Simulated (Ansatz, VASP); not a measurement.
## One calculation of Au, two programs

```
Au
1.0
     0.00000    1.98068    2.10319
     1.98068    0.00000    2.10319
     1.98068    1.98068    0.00000
Au
1
Direct
  0.00000 0.00000 0.00000
```

Change from the starting cell: strain -0.030 along x and y, +0.030 along z, atoms carried along.

Alike in both runs: task single point; functional PBEsol; k mesh 26 × 26 × 26; occupations gaussian, width 0.15 eV; no spin polarisation.

|  | VASP | Ansatz |
| --- | --- | --- |
| version | VASP 6.6.1 | Ansatz 0.2.0 |
| potentials or method | VASP PAW PBE potentials, release 64 (Au), cutoff 520 eV | scalar-relativistic, plane waves, PAW |
| valence electrons in the cell | 11 | 19 |

Ansatz gave:

* gap on the k mesh at the Fermi level (eV): none
* pressure (GPa): 6.0
* traceless stress, the component that is largest in VASP (GPa): -1.87

**Question.** What did VASP give for the same quantities?

**Answer.** gap on the k mesh at the Fermi level (eV): none; pressure (GPa): 5.8; traceless stress, the component that is largest in VASP (GPa): -1.88.

VASP's potentials were made for PBE, not for PBEsol. A gap of «none» marks a metal or a gap that the smearing closes. With one functional, cell and mesh, what is left measures potentials, basis and numerics. VASP's potentials hold 11 valence electrons a cell and Ansatz's 19, so a difference there can come from the potentials and not from the codes.

Neither program's run includes spin-orbit coupling.
